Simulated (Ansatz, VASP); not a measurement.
**One calculation of SnO2, two programs**

File INCAR:

```
PREC     = Accurate       # precision mode
ENCUT    = 520            # plane-wave cutoff, eV
EDIFF    = 1E-7           # SCF threshold, eV
ISMEAR   = 0              # smearing method
SIGMA    = 0.01           # smearing width, eV
LREAL    = F              # projectors in reciprocal space
LASPH    = T              # aspherical terms in the spheres
NELM     = 60             # most SCF steps
ALGO     = Normal         # electronic algorithm
ISIF     = 2              # what is computed and relaxed
LWAVE    = F              # write WAVECAR
LCHARG   = F              # write CHGCAR
GGA      = PS             # functional
IVDW     = 13             # dispersion correction
NBANDS   = 35             # bands
```

KPOINTS

```
Automatic mesh
0
Gamma
  12 12 2
```

File POSCAR:

```
SnO2
1.0
    3.1869181612      0.0000000000      0.0000000000
   -1.5934590806      2.7599477972      0.0000000000
    0.0000000000      0.0000000000     10.6447237443
Sn O
2 4
Direct
    0.0000000000      0.0000000000      0.5000000000
    0.0000000000      0.0000000000      0.0000000000
    0.6666666667      0.3333333333      0.4058600000
    0.6666666667      0.3333333333      0.0941400000
    0.3333333333      0.6666666667      0.5941400000
    0.3333333333      0.6666666667      0.9058600000
```

Input for Ansatz:

```yaml
crystal:
  lattice:
    - [3.186918161236212, 0.0, 0.0]
    - [-1.593459080618106, 2.759947797231526, 0.0]
    - [0.0, 0.0, 10.644723744314957]
  atoms:
    - { symbol: Sn, position: [0.0, 0.0, 0.5] }
    - { symbol: Sn, position: [0.0, 0.0, 0.0] }
    - { symbol: O, position: [0.6666666666666666, 0.3333333333333333, 0.40586] }
    - { symbol: O, position: [0.6666666666666666, 0.3333333333333333, 0.09414] }
    - { symbol: O, position: [0.3333333333333333, 0.6666666666666666, 0.59414] }
    - { symbol: O, position: [0.3333333333333333, 0.6666666666666666, 0.90586] }
basis:
  ecutwfc: 500.0
kpoints:
  mp_grid:
    grid: [12, 12, 2]
hamiltonian:
  xc: pbesol
  dispersion: d4
scf:
  occupations:
    method: fixed
output:
  stress: true
```

Alike in both runs: task single point; functional PBEsol; dispersion D4; k mesh 12 × 12 × 2; no spin polarisation.

```csv
,VASP,Ansatz
version,VASP 6.6.1,Ansatz 0.2.0
potentials or method,"VASP PAW PBE potentials, release 64 (Sn_d, O), cutoff 520 eV","plane waves, PAW"
occupations,"gaussian, width 0.01 eV",fixed
valence electrons in the cell,52,52
```

|  | VASP | Ansatz | Ansatz less VASP |
| --- | --- | --- | --- |
| pressure (GPa) | 0.3 | -0.3 | -0.57 |
| traceless stress, the component that is largest in VASP (GPa) | -0.32 | 0.06 | +0.381 |

VASP's potentials were made for PBE, not for PBEsol. Ansatz's warnings: structure snapped to symmetry.
